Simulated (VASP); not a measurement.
Crystal: SiS2.

```xyz
6
Lattice="-3.3338 5.9908 2.8762 3.3338 -5.9908 2.8762 3.3338 5.9908 -2.8762" Properties=species:S:1:pos:R:3 pbc="T T T"
Si    0.0000    0.0000    4.3144
Si    0.0000    0.0000    1.4381
S     2.1474    4.8059    2.8762
S     1.1864    1.1849    0.0000
S     1.1864   -1.1849    2.8762
S     2.1474    7.1757    0.0000
```

- Program: VASP 6.6.1
- Task: relaxation of shape and atoms at fixed volume
- Functional: RPBE
- Potentials or basis: VASP PAW PBE potentials, release 64 (Si, S)
- Cutoff: 500 eV
- k mesh: 6 × 6 × 6
- Occupations: gaussian, width 0.05 eV
- Spin: no spin polarisation

At the start: pressure -2.8 GPa; volume 38.30 Å³/atom.

Problem. Where does the relaxation end?

Solution. Over 4 steps the energy falls by 26.2 meV/atom; space group Ibam (No. 72, to 0.1 Å) before and after.

The path:
| step | energy change (eV) | largest force (eV/Å) | pressure (GPa) | volume (Å³) |
| --- | --- | --- | --- | --- |
| 1 | 0.0000 | 1.0355 | -2.81 | 229.78 |
| 2 | -0.1433 | 0.1785 | -0.73 | 229.78 |
| 3 | -0.1502 | 0.0674 | -0.14 | 229.78 |
| 4 | -0.1574 | 0.0165 | -0.02 | 229.78 |

Final structure:
```yaml
crystal:
  lattice:
    - [-3.36981, 6.05612, 2.81481]
    - [3.36981, -6.05612, 2.81481]
    - [3.36981, 6.05612, -2.81481]
  atoms:
    - { symbol: Si, position: [0.75000, 0.75000, 0.00000] }
    - { symbol: Si, position: [0.25000, 0.25000, 0.00000] }
    - { symbol: S, position: [0.90473, 0.82861, 0.73334] }
    - { symbol: S, position: [0.09527, 0.17139, 0.26666] }
    - { symbol: S, position: [0.40473, 0.67139, 0.07613] }
    - { symbol: S, position: [0.59527, 0.32861, 0.92387] }
```

Where two steps share one volume, the run began anew on that cell with a basis built for it.

Caveat: the PAW data sets were made with another functional, which shifts forces and pressure a little.
